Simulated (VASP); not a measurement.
A run of VASP 6.6.1 is set up as follows.

INCAR

```
PREC = Accurate
ENCUT = 520
EDIFF = 1E-6
ISMEAR = -1
SIGMA = 0.05
LREAL = False
LASPH = True
NELM = 60
ALGO = Normal
ISIF = 2
LWAVE = False
LCHARG = False
GGA = PE
NBANDS = 11
```

Contents of KPOINTS:

```
Automatic mesh
0
Gamma
  14 14 14
```

File POSCAR:

```
BN
1.0
    2.3203634545      0.0000000000      0.0000000000
    0.0000000000      2.3203634545      0.0000000000
    0.0000000000      0.0000000000      2.3203634545
B N
1 1
Direct
    0.0000000000      0.0000000000      0.0000000000
    0.5000000000      0.5000000000      0.5000000000
```

Potentials or basis: VASP PAW PBE potentials, release 64 (B, N).

Launch:

```sh
$ cat potpaw_PBE.64/B/POTCAR potpaw_PBE.64/N/POTCAR > POTCAR
$ mpirun -np 1 vasp_std > vasp.out
```

Question: What does it give for the band gap on the k mesh?

Answer: Zero (band 4 reaches 9.92 eV, above the bottom of band 5 at 6.69 eV).

Question: What does it give for the pressure?

Answer: -0.1 GPa.
